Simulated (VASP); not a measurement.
# MgO (I4/mmm) in VASP: notebook

MgO is run at these levels: PBE; tasks: single point.

All numbers are computed with VASP 6.6.1; they aren't measurements. Logs are shortened: lines on timing, memory, paths and dates and some standing lists are left out, and cuts for length are marked.

### 1 The cell of the first run

Symmetry: I4/mmm, No. 139, tetragonal system. Conventional cell: a = 3.083 Å, b = 3.083 Å, c = 4.041 Å, α = 90.00°, β = 90.00°, γ = 90.00°. Within 2.7 Å of Mg (site symmetry 4/mmm) lie 6 O at 2.02 to 2.18 Å. O (site symmetry 4/mmm) has 6 Mg at 2.02 to 2.18 Å within 2.7 Å.

### 2 Single point, PBE (strain +0.025 along x and y, -0.050 along z)

INCAR reads:

```
SYSTEM = MgO
PREC     = Accurate       ! precision mode
ENCUT    = 520            ! plane-wave cutoff, eV
EDIFF    = 1E-6           ! SCF threshold, eV
ISMEAR   = 0              ! smearing method
SIGMA    = 0.05           ! smearing width, eV
LREAL    = .False.        ! projectors in reciprocal space
LASPH    = .True.         ! aspherical terms in the spheres
NELM     = 80             ! most SCF steps
ALGO     = Normal         ! electronic algorithm
ISIF     = 2              ! what is computed and relaxed
LWAVE    = .False.        ! write WAVECAR
LCHARG   = .True.         ! write CHGCAR
GGA      = PE             ! functional
LELF     = .True.         ! ELF
LVHAR    = .True.       
NBANDS   = 11             ! bands
```

KPOINTS reads:

```
Automatic mesh
0
Gamma
  10 10 10
  0 0 0
```

POSCAR reads:

```
MgO
1.0
    0.0000000000      2.1800959780      2.0205767601
    2.1800959780      0.0000000000      2.0205767601
    2.1800959780      2.1800959780      0.0000000000
Mg O
1 1
Direct
    0.0000000000      0.0000000000      0.0000000000
    0.5000000000      0.5000000000      0.5000000000
```

Potentials or basis: VASP PAW PBE potentials, release 64 (Mg, O).

On the command line:

```
$ cat potpaw_PBE.64/Mg/POTCAR potpaw_PBE.64/O/POTCAR > POTCAR
$ mpirun -np 1 vasp_std > vasp.out
```

OUTCAR:

```text
SYSTEM = MgO
   PREC = Accurate
   ENCUT = 520
   EDIFF = 1E-6
   ISMEAR = 0
   LREAL = .False.
   LASPH = .True.
   NELM = 80
   ISIF = 2
   GGA = PE

 ion  position               nearest neighbor table
   1  0.000  0.000  0.000-   2 2.02   2 2.02   2 2.18   2 2.18   2 2.18   2 2.18
   2  0.500  0.500  0.500-   1 2.02   1 2.02   1 2.18   1 2.18   1 2.18   1 2.18

  LATTYP: Found a body centered tetragonal cell.
 ALAT       =     3.0831212994
 C/A-ratio  =     1.3107345212

  Lattice vectors:

 A1 = (   0.0000000000,  -2.1800959780,  -2.0205767601)
 A2 = (   0.0000000000,   2.1800959780,  -2.0205767601)
 A3 = (   2.1800959780,   0.0000000000,   2.0205767601)

Analysis of symmetry for initial positions (statically):
=====================================================================
 Subroutine PRICEL returns:
 Original cell was already a primitive cell.

 Routine SETGRP: Setting up the symmetry group for a
 body centered tetragonal supercell.

 Subroutine GETGRP returns: Found 16 space group operations
 (whereof 16 operations were pure point group operations)
 out of a pool of 16 trial point group operations.

The static configuration has the point symmetry D_4h.

Analysis of symmetry for dynamics (positions and initial velocities):
=====================================================================
 Subroutine PRICEL returns:
 Original cell was already a primitive cell.

 Routine SETGRP: Setting up the symmetry group for a
 body centered tetragonal supercell.

 Subroutine GETGRP returns: Found 16 space group operations
 (whereof 16 operations were pure point group operations)
 out of a pool of 16 trial point group operations.

The dynamic configuration has the point symmetry D_4h.

 Subroutine INISYM returns: Found 16 space group operations
 (whereof 16 operations are pure point group operations),
 and found     1 'primitive' translations

----------------------------------------------------------------------------------------

                                     Primitive cell

  volume of cell :      19.2069

  direct lattice vectors                    reciprocal lattice vectors
     0.000000000  2.180095978  2.020576760    -0.229347701  0.229347701  0.247454098
     2.180095978  0.000000000  2.020576760     0.229347701 -0.229347701  0.247454098
     2.180095978  2.180095978  0.000000000     0.229347701  0.229347701 -0.247454098

  length of vectors
     2.972465125  2.972465125  3.083121299     0.407963560  0.407963560  0.407963560

  position of ions in fractional coordinates (direct lattice)
     0.000000000  0.000000000  0.000000000
     0.500000000  0.500000000  0.500000000

  ion indices of the primitive-cell ions
   primitive index   ion index
                 1           1
                 2           2

----------------------------------------------------------------------------------------

 KPOINTS: Automatic mesh

Automatic generation of k-mesh.
 Grid dimensions read from file:
 generate k-points for:   10   10   10

 Generating k-lattice:

  Cartesian coordinates                     Fractional coordinates (reciprocal lattice)
    -0.022934770  0.022934770  0.024745410     0.100000000  0.000000000  0.000000000
     0.022934770 -0.022934770  0.024745410     0.000000000  0.100000000  0.000000000
     0.022934770  0.022934770 -0.024745410    -0.000000000 -0.000000000  0.100000000

  Length of vectors
     0.040796356  0.040796356  0.040796356

  Shift w.r.t. Gamma in fractional coordinates (k-lattice)
     0.000000000  0.000000000  0.000000000

 Subroutine IBZKPT returns following result:
 ===========================================

 Found    102 irreducible k-points:

 Following reciprocal coordinates:
            Coordinates               Weight
  0.000000  0.000000  0.000000      1.000000
  0.100000 -0.000000  0.000000      8.000000
  0.200000 -0.000000  0.000000      8.000000
  0.300000  0.000000  0.000000      8.000000
  0.400000  0.000000  0.000000      8.000000
  0.500000  0.000000  0.000000      4.000000
[... 16 lines left out ...]
  0.300000  0.300000  0.000000      2.000000
  0.400000  0.300000  0.000000      8.000000
 [... further k-points ...]
   k-points           NKPTS =    102   k-points in BZ     NKDIM =    102   number of bands    NBANDS=     11
   number of dos      NEDOS =    301   number of ions     NIONS =      2
   total plane-waves  NPLWV =  13824
   dimension x,y,z NGX =    24 NGY =   24 NGZ =   24
   dimension x,y,z NGXF=    48 NGYF=   48 NGZF=   48
   ions per type =               1   1
   NGX,Y,Z   is equivalent  to a cutoff of  13.42, 13.42, 12.94 a.u.
   NGXF,Y,Z  is equivalent  to a cutoff of  26.85, 26.85, 25.88 a.u.
 SYSTEM =  MgO
   PREC   = accura    normal or accurate (medium, high low for compatibility)
   ISTART =      0    job   : 0-new  1-cont  2-samecut
   ICHARG =      2    charge: 1-file 2-atom 10-const
   ISPIN  =      1    spin polarized calculation?
   LNONCOLLINEAR =      F non collinear calculations
   LSORBIT =      F    spin-orbit coupling
   LASPH  =      T    aspherical Exc in radial PAW
   ENCUT  =  520.0 eV  38.22 Ry    6.18 a.u.   5.53  5.53  5.73*2*pi/ulx,y,z
   NELM   =     80;   NELMIN=  2; NELMDL= -5     # of ELM steps
   EDIFF  = 0.1E-05   stopping-criterion for ELM
   LREAL  =      F    real-space projection
   EDIFFG = 0.1E-04   stopping-criterion for IOM
   NSW    =      0    number of steps for IOM
   IBRION =     -1    ionic relax: 0-MD 1-quasi-New 2-CG
   NFREE  =      0    steps in history (QN), initial steepest desc. (CG)
   ISIF   =      2    stress and relaxation
   ISYM   =      2    0-nonsym 1-usesym 2-fastsym
   POTIM  = 0.5000    time-step for ionic-motion
   TEBEG  =    0.0;   TEEND  =   0.0 temperature during run
   PSTRESS=    0.0 pullay stress
   NELECT =       8.0000    total number of electrons
   NUPDOWN=      -1.0000    fix difference up-down
   EMIN   =  10.00;   EMAX   =-10.00  energy-range for DOS
   EFERMI =   0.00;   METHOD = LEGACY
   ISMEAR =     0;   SIGMA  =   0.05  broadening in eV -4-tet -1-fermi 0-gaus
   EFERMI_NEDOS =   21; number of points for ismear=-14 and -15
   IALGO  =     38    algorithm
   IMIX   =      4    mixing-type and parameters
     AMIX     =   0.40;   BMIX     =  1.00
     AMIX_MAG =   1.60;   BMIX_MAG =  1.00
  volume/ion in A,a.u.               =       9.60        64.81
  Fermi-wavevector in a.u.,A,eV,Ry     =   1.222604  2.310387 20.337466  1.494762
  Thomas-Fermi vector in A             =   2.357745
   LORBIT       =      0    0 simple, 1 ext, 2 COOP (PROOUT), +10 PAW based schemes
   GGA     = PE    functional components
   LHFCALC =     F    Hartree Fock is set to
   AEXX    =    0.0000 exact exchange contribution
   IVDW    =     0    specifies the selected vdW correction
   LEPSILON=     F    determine dielectric tensor
   LRPA    =     F    only Hartree local field effects (RPA)
 non-spin polarized calculation
 Gauss-broadening in eV      SIGMA  =   0.05
  energy-cutoff  :      520.00
  volume of cell :       19.21
 maximum number of plane-waves:       530
 NGX is ok and might be reduce to    24
   NGX = 11   NGY = 11   NGZ = 11

 number of electron       8.0000003 magnetization

 Free energy of the ion-electron system (eV)
  ---------------------------------------------------
  ext. energy  EPLUGINS =         0.00000000
  ---------------------------------------------------
  free energy    TOTEN  =       -11.86556033 eV

  energy without entropy =      -11.86556033  energy(sigma->0) =      -11.86556033

 E-fermi :   3.3202     XC(G=0): -10.9392

 val. band max:        3.0320537861   @ k =   0.0000   0.0000   0.0000
 cond. band min:       7.4028354868   @ k =   0.0000   0.0000   0.0000
 fundamental gap:      4.3707817007
 Fermi energy:         3.3202286180

 k-point     1 :       0.0000    0.0000    0.0000
  band No.  band energies     occupation
      1     -14.1589      2.00000
      2       2.8383      2.00000
      3       3.0321      2.00000
      4       3.0321      2.00000
      5       7.4028      0.00000
      6      18.4314      0.00000
      7      18.4314      0.00000
      8      19.2009      0.00000
      9      22.5445      0.00000
     10      23.0099      0.00000
     11      25.5423      0.00000

 k-point     2 :       0.1000   -0.0000    0.0000
  band No.  band energies     occupation
      1     -14.0579      2.00000
      2       2.3049      2.00000
      3       2.8690      2.00000
      4       2.9522      2.00000
      5       8.0340      0.00000
      6      17.4104      0.00000
      7      18.6298      0.00000
      8      19.1884      0.00000
      9      22.4156      0.00000
     10      23.9848      0.00000
     11      24.5910      0.00000

 k-point     3 :       0.2000   -0.0000    0.0000
  band No.  band energies     occupation
      1     -13.7809      2.00000
      2       1.0259      2.00000
      3       2.7277      2.00000
      4       2.7511      2.00000
      5       9.2324      0.00000
      6      15.8823      0.00000
      7      18.8894      0.00000
      8      19.7542      0.00000
      9      22.0519      0.00000
     10      23.3388      0.00000
     11      25.1256      0.00000

 k-point     4 :       0.3000    0.0000    0.0000
  band No.  band energies     occupation
      1     -13.4081      2.00000
      2      -0.2494      2.00000
      3       2.5165      2.00000
      4       2.5698      2.00000
      5      10.1982      0.00000
      6      15.1056      0.00000
      7      18.6856      0.00000
      8      20.1517      0.00000
      9      22.8628      0.00000
     10      23.2972      0.00000
     11      24.6577      0.00000
[... 239 lines left out ...]
 k-point    22 :      -0.2000    0.2000    0.0000
  band No.  band energies     occupation
      1     -13.3385      2.00000
      2       0.1354      2.00000
      3       1.6213      2.00000
      4       2.5123      2.00000
      5      11.1185      0.00000
      6      15.1364      0.00000
      7      17.7306      0.00000
      8      19.7532      0.00000
      9      20.9240      0.00000
     10      24.0296      0.00000
     11      28.5094      0.00000

 k-point    23 :       0.3000    0.3000    0.0000
  band No.  band energies     occupation
      1     -13.1166      2.00000
      2      -0.1130      2.00000
      3       1.9293      2.00000
      4       1.9293      2.00000
      5      11.5437      0.00000
      6      13.0050      0.00000
      7      18.0988      0.00000
      8      20.0720      0.00000
      9      20.0720      0.00000
     10      26.0286      0.00000
     11      30.9792      0.00000

 k-point    24 :       0.4000    0.3000    0.0000
  band No.  band energies     occupation
      1     -12.8812      2.00000
      2      -0.4800      2.00000
      3       1.6031      2.00000
      4       1.7596      2.00000
      5      12.2345      0.00000
      6      12.6959      0.00000
      7      17.0917      0.00000
      8      20.2320      0.00000
      9      20.5494      0.00000
     10      26.9420      0.00000
     11      30.3104      0.00000

 [... further k-points ...]
[... 5 lines left out ...]
  --------------------------------------------------------------------------------------
  -------------------------------------------------------------------------------------
  Total       -0.4760649     -0.4760649      1.4580061      0.0000000     -0.0000000      0.0000000
  in kB      -39.7118583    -39.7118583    121.6223376      0.0000000     -0.0000000      0.0000000
  external PRESSURE =      14.0662070 kB  Pullay stress =       0.0000000 kB

 VOLUME and BASIS-vectors are now :
 -----------------------------------------------------------------------------
  energy-cutoff  :      520.00
  volume of cell :       19.21
      direct lattice vectors                 reciprocal lattice vectors
     0.000000000  2.180095978  2.020576760    -0.229347701  0.229347701  0.247454098
     2.180095978  0.000000000  2.020576760     0.229347701 -0.229347701  0.247454098
     2.180095978  2.180095978  0.000000000     0.229347701  0.229347701 -0.247454098

 POSITION                                       TOTAL-FORCE (eV/Angst)
 -----------------------------------------------------------------------------------
      0.00000      0.00000      0.00000        -0.000000      0.000000     -0.000000
      2.18010      2.18010      2.02058         0.000000     -0.000000      0.000000
 -----------------------------------------------------------------------------------
    total drift:                               -0.000000     -0.000000      0.000000

  FREE ENERGIE OF THE ION-ELECTRON SYSTEM (eV)
  ---------------------------------------------------
  free  energy   TOTEN  =       -11.8655603274 eV

  energy  without entropy=      -11.8655603274  energy(sigma->0) =      -11.86556033
```

Run time: 7 s. Hardware: 1 thread of Intel Xeon 6975P-C (Granite Rapids), shared host; peak memory 0.15 GiB.

Results:

| Property | Result |
| --- | --- |
| Free energy | -11.8656 eV |
| Pressure | 1.4 GPa |
| Band gap on the k mesh | 4.37 eV, direct |

Caveat: the cell differs from its parent crystal (strain +0.025 along x and y, -0.050 along z).

### 3 Single point, PBE (strain +0.025 along x and y, -0.025 along z)

INCAR reads:

```
ALGO = Normal
EDIFF = 1E-7
ENCUT = 520
GGA = PE
ISIF = 2
ISMEAR = 0
LASPH = True
LCHARG = False
LREAL = False
LWAVE = False
NBANDS = 11
NELM = 60
PREC = Accurate
SIGMA = 0.05
```

KPOINTS reads:

```
k-points
0
Gamma
  10 10 10
```

POSCAR reads:

```
MgO
1.0
    0.0000000000      2.1800959780      2.0737498328
    2.1800959780      0.0000000000      2.0737498328
    2.1800959780      2.1800959780      0.0000000000
Mg O
1 1
Direct
    0.0000000000      0.0000000000      0.0000000000
    0.5000000000      0.5000000000      0.5000000000
```

Potentials or basis: VASP PAW PBE potentials, release 64 (Mg, O).

On the command line:

```
$ cat potpaw_PBE.64/Mg/POTCAR potpaw_PBE.64/O/POTCAR > POTCAR
$ mpirun -np 1 vasp_std > vasp.out
```

Wall time 7.2 s (1 thread of Intel Xeon 6975P-C (Granite Rapids), shared host); peak memory 0.15 GiB.

It converged, with:

* Free energy: -11.8882 eV
* Pressure: -3.4 GPa
* Band gap on the k mesh: 4.17 eV, direct

Stress tensor (GPa, compression positive):
```
-6.28  0.00  0.00
 0.00 -6.28  0.00
 0.00  0.00  2.25
```

Levels at points of the mesh, in eV from the valence-band top:
```csv
k point,band 1,band 2,band 3,band 4,band 5,band 6,band 7,band 8,band 9
"(0.00, 0.00, 0.00)",-17.04,-0.13,0.00,0.00,4.17,15.32,15.32,15.82,19.27
"(0.50, 0.00, 0.00)",-15.89,-4.43,-0.68,-0.60,7.51,11.94,15.20,16.34,20.03
"(0.50, 0.50, 0.00)",-15.57,-3.79,-1.45,-1.45,8.68,9.37,12.94,17.75,17.75
"(0.50, 0.00, 0.50)",-15.69,-3.96,-1.40,-1.09,9.21,9.38,12.28,17.88,18.81
```

Caveat: the cell differs from its parent crystal (strain +0.025 along x and y, -0.025 along z).
